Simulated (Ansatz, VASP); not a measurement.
One calculation of Te2Mo, two programs

INCAR

```
  ALGO = Normal
  EDIFF = 1E-8
  ENCUT = 520
  GGA = PS
  ISIF = 2
  ISMEAR = -1
  LASPH = T
  LCHARG = F
  LEFG = T
  LREAL = F
  LWAVE = F
  NBANDS = 35
  NELM = 60
  PREC = Accurate
  SIGMA = 0.02
```

File KPOINTS:

```
k-points
0
Gamma
  14 14 3
```

The input POSCAR:

```
Te2Mo
1.0
    3.5182000000      0.0000000000      0.0000000000
   -1.7591000000      3.0468505756      0.0000000000
    0.0000000000      0.0000000000     13.9736000000
Te Mo
4 2
Direct
    0.3333333333      0.6666666667      0.6200857675
    0.6666666667      0.3333333333      0.1200857675
    0.3333333333      0.6666666667      0.8799142325
    0.6666666667      0.3333333333      0.3799142325
    0.3333333333      0.6666666667      0.2500000000
    0.6666666667      0.3333333333      0.7500000000
```

Input for Ansatz:

```yaml
crystal:
  lattice:
    - [3.5182, 0.0, 0.0]
    - [-1.7591, 3.0468505756, 0.0]
    - [0.0, 0.0, 13.9736]
  atoms:
    - { symbol: Te, position: [0.3333333333, 0.6666666667, 0.6200857675] }
    - { symbol: Te, position: [0.6666666667, 0.3333333333, 0.1200857675] }
    - { symbol: Te, position: [0.3333333333, 0.6666666667, 0.8799142325] }
    - { symbol: Te, position: [0.6666666667, 0.3333333333, 0.3799142325] }
    - { symbol: Mo, position: [0.3333333333, 0.6666666667, 0.25] }
    - { symbol: Mo, position: [0.6666666667, 0.3333333333, 0.75] }
kpoints:
  mp_grid: { grid: [14, 14, 3] }
scf:
  occupations: { method: fermi_dirac, width: 0.02 }
hamiltonian:
  xc: pbesol
  pseudopotentials: { kind: paw, frozen_core: stored }
output:
  forces: true
  stress: true
  populations: true
  efg: { quadrupole_moments_barn: { Mo: -0.022 } }
  write_density: true
  write_potential: true
  elf: true
  volumetric_format: npy
```

Alike in both runs: task electric field gradients; functional PBEsol; k mesh 14 × 14 × 3; occupations fermi-dirac, width 0.02 eV; no spin polarisation.

```csv
,VASP,Ansatz
version,VASP 6.6.1,Ansatz 0.2.0
potentials or method,"VASP PAW PBE potentials, release 64 (Te, Mo_sv)","plane-wave PAW, scalar-relativistic"
plane-wave cutoff (eV),520,420
valence electrons in the cell,52,92
```

```csv
,VASP,Ansatz,Ansatz less VASP
pressure (GPa),-1.7,-1.8,-0.10
"traceless stress, the component that is largest in VASP (GPa)",-0.05,-0.11,-0.066
rms of the force components (eV/Å),0.112,0.124,+0.0120
size of Vzz on the site where it differs most (V/Å²),69.7,65.9,-3.84
```

VASP's potentials were made for PBE, not for PBEsol, and Ansatz warns of the same on its side. Atom by atom the forces differ by 0.012 eV/Å (rms over components). With one functional, cell and mesh, what is left measures potentials, basis and numerics. VASP's potentials hold 52 valence electrons a cell and Ansatz's 92, so a difference there can come from the potentials and not from the codes.

Spin-orbit coupling is off throughout.
